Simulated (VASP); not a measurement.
# Sb (R-3m) in VASP: a series of runs, part 2 of 2

VASP 6.6.1. The steps go on from the part before.

### Step 3. Single point, PBE (volume scaled by 1.04)

Contents of INCAR:

```
  PREC = Accurate
  ENCUT = 520
  EDIFF = 1E-6
  ISMEAR = -1
  SIGMA = 0.05
  LREAL = F
  LASPH = T
  NELM = 100
  ALGO = Normal
  ISIF = 2
  LWAVE = F
  LCHARG = F
  GGA = PE
  NBANDS = 12
```

Contents of KPOINTS:

```
regular mesh
0
Gamma
  9 9 9
```

Contents of POSCAR:

```
Sb
1.0
    2.1789009502      1.2579890502      3.7932688079
   -2.1789009502      1.2579890502      3.7932688079
    0.0000000000     -2.5159781002      3.7932688079
Sb
2
Direct
    0.2336400000      0.2336400000      0.2336400000
    0.7663600000      0.7663600000      0.7663600000
```

Potentials or basis: VASP PAW PBE potentials, release 64 (Sb).

Run with:

```
cat potpaw_PBE.64/Sb/POTCAR > POTCAR
mpirun -np 1 vasp_std > vasp.out
```

Wall time 28 s (1 thread of AMD EPYC 9R45 (Zen 5), shared host); peak memory 0.19 GiB.

It converged, with:

| Quantity | Value |
| --- | --- |
| Free energy | -8.2791 eV |
| Pressure | 0.9 GPa |
| Largest force | 0.039 eV/Å |
| Band gap on the k mesh | 0.14 eV, indirect (least direct gap 0.49 eV) |

Forces on the atoms (eV/Å):
```
Sb   0.000  0.000  0.039
Sb   0.000  0.000 -0.039
```

Stress tensor (GPa, compression positive):
```
0.89 0.00 0.00
0.00 0.89 0.00
0.00 0.00 0.78
```

Levels at points of the mesh, in eV from the valence-band top:
```tsv
k point	band 1	band 2	band 3	band 4	band 5	band 6	band 7	band 8	band 9	band 10
(0.00, 0.00, 0.00)	-12.35	-4.84	-1.85	-1.62	-1.62	2.18	2.77	2.77	5.23	5.23
```

Caveat: spin-orbit coupling is left out, which moves the levels of the heavy elements. A k mesh can miss the band edges.

### Step 4. Single point, PBE (volume scaled by 1.05)

Contents of INCAR:

```
PREC = Accurate
ENCUT = 520
EDIFF = 1E-7
ISMEAR = -1
SIGMA = 0.05
LREAL = False
LASPH = True
NELM = 80
ALGO = Normal
ISIF = 2
LWAVE = False
LCHARG = False
GGA = PE
NBANDS = 12
```

Contents of KPOINTS:

```
Automatic mesh
0
Gamma
  9 9 9
```

Contents of POSCAR:

```
Sb
1.0
    2.1858623424      1.2620082118      3.8053879599
   -2.1858623424      1.2620082118      3.8053879599
    0.0000000000     -2.5240164235      3.8053879599
Sb
2
Direct
    0.2336400000      0.2336400000      0.2336400000
    0.7663600000      0.7663600000      0.7663600000
```

Potentials or basis: VASP PAW PBE potentials, release 64 (Sb).

Run with:

```
cat potpaw_PBE.64/Sb/POTCAR > POTCAR
mpirun -np 1 vasp_std > vasp.out
```

OUTCAR:

```text
PREC = Accurate
   ENCUT = 520
   EDIFF = 1E-7
   ISMEAR = -1
   LREAL = False
   LASPH = True
   NELM = 80
   ISIF = 2
   GGA = PE

 ion  position               nearest neighbor table
   1  0.234  0.234  0.234-   2 2.95   2 2.95   2 2.95   2 3.40   2 3.40   2 3.40
   2  0.766  0.766  0.766-   1 2.95   1 2.95   1 2.95   1 3.40   1 3.40   1 3.40

  LATTYP: Found a trigonal (rhomboedric) cell.
 ALAT       =     4.5663592097
 COS(alpha) =     0.5417151843

  Lattice vectors:
[... 546 lines left out ...]
 [... further k-points ...]

------------------------ aborting loop because EDIFF is reached ----------------------------------------

  FORCE on cell =-STRESS in cart. coord.  units (eV):
  Direction    XX          YY          ZZ          XY          YZ          ZX
  --------------------------------------------------------------------------------------
  -------------------------------------------------------------------------------------
  Total        0.1322266      0.1322266      0.1294959      0.0000000      0.0000000      0.0000000
  in kB        3.3635207      3.3635207      3.2940592      0.0000000      0.0000000      0.0000000
  external PRESSURE =       3.3403669 kB  Pullay stress =       0.0000000 kB

 VOLUME and BASIS-vectors are now :
 -----------------------------------------------------------------------------
  energy-cutoff  :      520.00
  volume of cell :       62.98
      direct lattice vectors                 reciprocal lattice vectors
     2.185862342  1.262008212  3.805387960     0.228742675  0.132064645  0.087595099
    -2.185862342  1.262008212  3.805387960    -0.228742675  0.132064645  0.087595099
     0.000000000 -2.524016423  3.805387960     0.000000000 -0.264129290  0.087595099

 POSITION                                       TOTAL-FORCE (eV/Angst)
 -----------------------------------------------------------------------------------
      0.00000      0.00000      2.66727         0.000000     -0.000000     -0.007768
      0.00000      0.00000      8.74889         0.000000      0.000000      0.007768
 -----------------------------------------------------------------------------------
    total drift:                                0.000000     -0.000000      0.000000

  FREE ENERGIE OF THE ION-ELECTRON SYSTEM (eV)
  ---------------------------------------------------
  free  energy   TOTEN  =        -8.2812920485 eV

  energy  without entropy=       -8.2800869599  energy(sigma->0) =       -8.28068950
```

OSZICAR:

```text
N       E                     dE             d eps       ncg     rms          rms(c)
DAV:   1     0.352557809481E+02    0.35256E+02   -0.35201E+03  2040   0.652E+02
DAV:   2    -0.619548418263E+01   -0.41451E+02   -0.39655E+02  2692   0.106E+02
DAV:   3    -0.826188322284E+01   -0.20664E+01   -0.20502E+01  2532   0.262E+01
DAV:   4    -0.828069989842E+01   -0.18817E-01   -0.18814E-01  2336   0.296E+00
DAV:   5    -0.828093551804E+01   -0.23562E-03   -0.23562E-03  2536   0.368E-01    0.282E+00
DAV:   6    -0.828103529235E+01   -0.99774E-04   -0.22757E-03  2400   0.325E-01    0.169E+00
DAV:   7    -0.828113729407E+01   -0.10200E-03   -0.55545E-03  2420   0.496E-01    0.850E-02
DAV:   8    -0.828126258872E+01   -0.12529E-03   -0.16434E-04  2512   0.777E-02    0.240E-02
DAV:   9    -0.828129120981E+01   -0.28621E-04   -0.40281E-05  2400   0.380E-02    0.437E-03
DAV:  10    -0.828129197335E+01   -0.76355E-06   -0.39052E-06  2488   0.107E-02    0.143E-03
DAV:  11    -0.828129204853E+01   -0.75180E-07   -0.39211E-07  2424   0.401E-03
   1 F= -.82812920E+01 E0= -.82806895E+01  d E =-.120509E-02
```

stdout:

```text
POSCAR found type information on POSCAR Sb
 POSCAR found :  1 types and       2 ions
 scaLAPACK will be used
 LDA part: xc-table for (Slater+PW92), standard interpolation
 POSCAR, INCAR and KPOINTS ok, starting setup
 FFT: planning ... GRIDC
 FFT: planning ... GRID_SOFT
 FFT: planning ... GRID
 WAVECAR not read
 entering main loop
```

It took 30 s on 1 thread of AMD EPYC 9R45 (Zen 5), shared host; peak memory 0.2 GiB.

What came out:

```
Free energy            : -8.2813 eV
Pressure               : 0.3 GPa
Largest force          : 0.008 eV/Å
Band gap on the k mesh : 0.16 eV, indirect (least direct gap 0.49 eV)
```

Forces in eV/Å, atoms in the order of the input:
```
Sb   0.000  0.000 -0.008
Sb   0.000  0.000  0.008
```

Caveat: spin-orbit coupling is left out, which moves the levels of the heavy elements. A k mesh can miss the band edges.

### Step 5. Single point, PBE (volume scaled by 1.06)

Contents of INCAR:

```
ALGO = Normal
EDIFF = 1E-7
ENCUT = 520
GGA = PE
ISIF = 2
ISMEAR = -1
LASPH = T
LCHARG = F
LREAL = F
LWAVE = F
NBANDS = 12
NELM = 60
PREC = Accurate
SIGMA = 0.05
```

Contents of KPOINTS:

```
k-points
0
Gamma
  9 9 9
```

Contents of POSCAR:

```
Sb
1.0
    2.1927796744      1.2660019353      3.8174304072
   -2.1927796744      1.2660019353      3.8174304072
    0.0000000000     -2.5320038705      3.8174304072
Sb
2
Direct
    0.2336400000      0.2336400000      0.2336400000
    0.7663600000      0.7663600000      0.7663600000
```

Potentials or basis: VASP PAW PBE potentials, release 64 (Sb).

Run with:

```
cat potpaw_PBE.64/Sb/POTCAR > POTCAR
mpirun -np 1 vasp_std > vasp.out
```

OUTCAR:

```text
EDIFF = 1E-7
   ENCUT = 520
   GGA = PE
   ISIF = 2
   ISMEAR = -1
   LASPH = T
   LREAL = F
   NELM = 60
   PREC = Accurate

 ion  position               nearest neighbor table
   1  0.234  0.234  0.234-   2 2.96   2 2.96   2 2.96   2 3.41   2 3.41   2 3.41
   2  0.766  0.766  0.766-   1 2.96   1 2.96   1 2.96   1 3.41   1 3.41   1 3.41

  LATTYP: Found a trigonal (rhomboedric) cell.
 ALAT       =     4.5808098099
 COS(alpha) =     0.5417151843

  Lattice vectors:

 A1 = (   2.1927796744,   1.2660019353,   3.8174304072)
 A2 = (  -2.1927796744,   1.2660019353,   3.8174304072)
 A3 = (   0.0000000000,  -2.5320038705,   3.8174304072)

Analysis of symmetry for initial positions (statically):
=====================================================================
 Subroutine PRICEL returns:
 Original cell was already a primitive cell.

 Routine SETGRP: Setting up the symmetry group for a
 trigonal (rhombohedral) supercell.

 Subroutine GETGRP returns: Found 12 space group operations
 (whereof 12 operations were pure point group operations)
 out of a pool of 12 trial point group operations.

[... 174 lines left out ...]
      4       4.9467      2.00000
      5       4.9467      2.00000
      6       8.6980      0.00000
      7       9.2658      0.00000
      8       9.2658      0.00000
      9      11.7718      0.00000
     10      11.7718      0.00000
     11      11.8981      0.00000
     12      13.3699      0.00000
[... 331 lines left out ...]
 k-point    24 :       0.4444    0.4444    0.0000
  band No.  band energies     occupation
      1      -3.6149      2.00000
      2      -1.1892      2.00000
      3       1.6694      2.00000
      4       3.1932      2.00000
      5       3.2444      2.00000
      6       8.3730      0.00000
      7      11.2450      0.00000
      8      11.8417      0.00000
      9      12.7101      0.00000
     10      15.0885      0.00000
     11      16.0957      0.00000
     12      17.2879      0.00000

 [... further k-points ...]

------------------------ aborting loop because EDIFF is reached ----------------------------------------

  FORCE on cell =-STRESS in cart. coord.  units (eV):
  Direction    XX          YY          ZZ          XY          YZ          ZX
  --------------------------------------------------------------------------------------
  -------------------------------------------------------------------------------------
  Total       -0.0739714     -0.0739714     -0.0386336      0.0000000     -0.0000000      0.0000000
  in kB       -1.8638991     -1.8638991     -0.9734737      0.0000000     -0.0000000      0.0000000
  external PRESSURE =      -1.5670906 kB  Pullay stress =       0.0000000 kB

 VOLUME and BASIS-vectors are now :
 -----------------------------------------------------------------------------
  energy-cutoff  :      520.00
  volume of cell :       63.58
      direct lattice vectors                 reciprocal lattice vectors
     2.192779674  1.266001935  3.817430407     0.228021085  0.131648035  0.087318771
    -2.192779674  1.266001935  3.817430407    -0.228021085  0.131648035  0.087318771
     0.000000000 -2.532003871  3.817430407     0.000000000 -0.263296069  0.087318771

 POSITION                                       TOTAL-FORCE (eV/Angst)
 -----------------------------------------------------------------------------------
      0.00000      0.00000      2.67571         0.000000     -0.000000     -0.052856
      0.00000      0.00000      8.77658         0.000000      0.000000      0.052856
 -----------------------------------------------------------------------------------
    total drift:                                0.000000     -0.000000      0.000000

  FREE ENERGIE OF THE ION-ELECTRON SYSTEM (eV)
  ---------------------------------------------------
  free  energy   TOTEN  =        -8.2816112823 eV

  energy  without entropy=       -8.2804774890  energy(sigma->0) =       -8.28104439
```

It took 32 s on 1 thread of AMD EPYC 9R45 (Zen 5), shared host; peak memory 0.2 GiB.

What came out:

| Property | Result |
| --- | --- |
| Free energy | -8.2816 eV |
| Pressure | -0.2 GPa |
| Largest force | 0.053 eV/Å |
| Band gap on the k mesh | 0.17 eV, indirect (least direct gap 0.50 eV) |

Forces in eV/Å, atoms in the order of the input:
```
Sb   0.000  0.000 -0.053
Sb   0.000  0.000  0.053
```

Caveat: spin-orbit coupling is left out, which moves the levels of the heavy elements. A k mesh can miss the band edges.

### Step 6. Summary

```tsv
cell	gap on the mesh (eV)	pressure (GPa)	largest force (eV/Å)
a = 4.522 Å, angles 57.2°, 2 atoms	0.11	2.0	0.14
a = 4.552 Å, angles 57.2°, 2 atoms	0.14	0.9	0.04
a = 4.566 Å, angles 57.2°, 2 atoms	0.16	0.3	0.01
a = 4.581 Å, angles 57.2°, 2 atoms	0.17	-0.2	0.05
```

Alike in all rows: task single point; level PBE; potentials or basis VASP PAW PBE potentials, release 64 (Sb); no spin polarisation; k mesh 9 × 9 × 9; cutoff (eV) 520; smearing fermi-dirac 0.05 eV.

Caveats: spin-orbit coupling is left out, which moves the levels of the heavy elements.

Absolute energies hang on the potentials; compare differences alone.
